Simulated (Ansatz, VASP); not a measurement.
**PtC in VASP and in Ansatz**

```
CELL_PARAMETERS angstrom
2.80369 0.00000 0.00000
0.00000 2.80369 0.00000
0.00000 0.00000 2.80369
ATOMIC_POSITIONS crystal
Pt 0.00000 0.00000 0.00000
C 0.50000 0.50000 0.50000
```

Alike in both runs: functional PBE; k mesh 6 × 6 × 6; occupations gaussian, width 0.1 eV; no spin polarisation.

Ansatz relaxed the structure, and its values are those at the end. VASP's run is a single point on that final structure, the one shown.

|  | VASP | Ansatz |
| --- | --- | --- |
| version | VASP 6.6.1 | Ansatz 0.2.0 |
| potentials or method | VASP PAW PBE potentials, release 64 (Pt, C), cutoff 520 eV | scalar-relativistic, plane waves, PAW |
| valence electrons in the cell | 14 | 22 |

|  | VASP | Ansatz | Ansatz less VASP |
| --- | --- | --- | --- |
| gap on the k mesh at the Fermi level (eV) | none | none | - |
| pressure (GPa) | -0.5 | -0.2 | +0.29 |

A gap of «none» marks a metal or a gap that the smearing closes. With one functional, cell and mesh, what is left measures potentials, basis and numerics. VASP's potentials hold 14 valence electrons a cell and Ansatz's 22, so a difference there can come from the potentials and not from the codes.

The k mesh is coarse, so the values compare programs but aren't converged. Spin-orbit coupling is off throughout.
